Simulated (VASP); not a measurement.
Crystal: TiTe3Se.

```xyz
5
Lattice="5.7985 0.0000 0.0000 0.0000 5.7985 0.0000 0.0000 0.0000 5.7985" Properties=species:S:1:pos:R:3 pbc="T T T"
Ti    2.8993    2.8993    2.8993
Te    0.0000    2.8993    2.8993
Te    2.8993    0.0000    2.8993
Te    2.8993    2.8993    0.0000
Se    0.0000    0.0000    0.0000
```

The cell was generated, and may not be a known phase.

| Property | Result |
| --- | --- |
| Program | VASP 6.6.1 |
| Task | relaxation of cell and atoms |
| Functional | PBE |
| Potentials or basis | VASP PAW PBE potentials, release 64 (Ti_sv, Te, Se) |
| Cutoff | 600 eV |
| k mesh | 4 × 4 × 4 |
| Occupations | gaussian, width 0.1 eV |
| Spin | collinear spin |
| Starting moments | [1.0, 0.0, 0.0, 0.0, 0.0] μB |

At the start: pressure -7.2 GPa; volume 38.99 Å³/atom.

Question: How do energy, volume and symmetry change on relaxing?

Answer: Over 3 steps the energy falls by 283.3 meV/atom and the volume is 29.42 Å³/atom (-24.6 %); space group Pm-3m (No. 221, to 0.1 Å) before and after; moment 0.00 μB per cell.

Step by step:
| step | energy change (eV) | largest force (eV/Å) | pressure (GPa) | volume (Å³) |
| --- | --- | --- | --- | --- |
| 1 | 0.0000 | 0.0000 | -7.18 | 194.96 |
| 2 | -1.4083 | 0.0000 | -0.88 | 149.70 |
| 3 | -1.4167 | 0.0000 | -0.10 | 147.08 |

Final structure:
```yaml
crystal:
  lattice:
    - [5.27858, 0.00000, 0.00000]
    - [0.00000, 5.27858, 0.00000]
    - [0.00000, 0.00000, 5.27858]
  atoms:
    - { symbol: Ti, position: [0.50000, 0.50000, 0.50000] }
    - { symbol: Te, position: [0.00000, 0.50000, 0.50000] }
    - { symbol: Te, position: [0.50000, 0.00000, 0.50000] }
    - { symbol: Te, position: [0.50000, 0.50000, 0.00000] }
    - { symbol: Se, position: [0.00000, 0.00000, 0.00000] }
```

Caveat: the volume moved by over 15 % at a fixed basis, so the end points are rough.
